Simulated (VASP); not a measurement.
Wanted: the native input for a VASP 6.6.1 run.

```yaml
Task: single point
Functional: LDA
Potentials_or_basis: VASP PAW LDA potentials, release 64 (Ti_sv, Pd)
Cutoff: 520 eV
k_mesh: 16 × 16 × 16
Occupations: gaussian, width 0.15 eV
Spin: no spin polarisation
Dipole_correction: no
Further_INCAR_settings: ALGO = Fast; EDIFF = 1e-06; NBANDS = 18
```

The structure of TiPd lies in POSCAR:

```
TiPd
1.0
    3.0846000000      0.0000000000      0.0000000000
    0.0000000000      3.0846000000      0.0000000000
    0.0000000000      0.0000000000      3.2754000000
Ti Pd
1 1
Direct
    0.5000000000      0.5000000000      0.5000000000
    0.0000000000      0.0000000000      0.0000000000
```

This cell differs from its parent crystal: strain -0.030 along x and y, +0.030 along z.

The input as run:

INCAR

```
SYSTEM = TiPd
PREC = Accurate ; ENCUT = 520
EDIFF = 1E-6 ; ISMEAR = 0
SIGMA = 0.15 ; LREAL = .FALSE.
LASPH = .TRUE. ; NELM = 60
ALGO = Fast ; ISIF = 2
LWAVE = .FALSE. ; LCHARG = .TRUE.
GGA = CA ; LELF = .TRUE.
LVHAR = .TRUE. ; NBANDS = 18
```

KPOINTS

```
regular mesh
0
G
  16 16 16
  0 0 0
```

Potentials or basis: VASP PAW LDA potentials, release 64 (Ti_sv, Pd).

The run is started by

```bash
$ cat potpaw_LDA.64/Ti_sv/POTCAR potpaw_LDA.64/Pd/POTCAR > POTCAR
$ mpirun -np 1 vasp_std > vasp.out
```

It gave:

```
Pressure               : -7.2 GPa
Band gap on the k mesh : zero (bands 11 and 12 overlap by 2.51 eV)
```

Caveat: the cell differs from its parent crystal (strain -0.030 along x and y, +0.030 along z); the cell stands under tension.

Wall time 6 min on 1 thread of Intel Xeon 8259CL, on a shared host, peak memory 0.33 GiB.
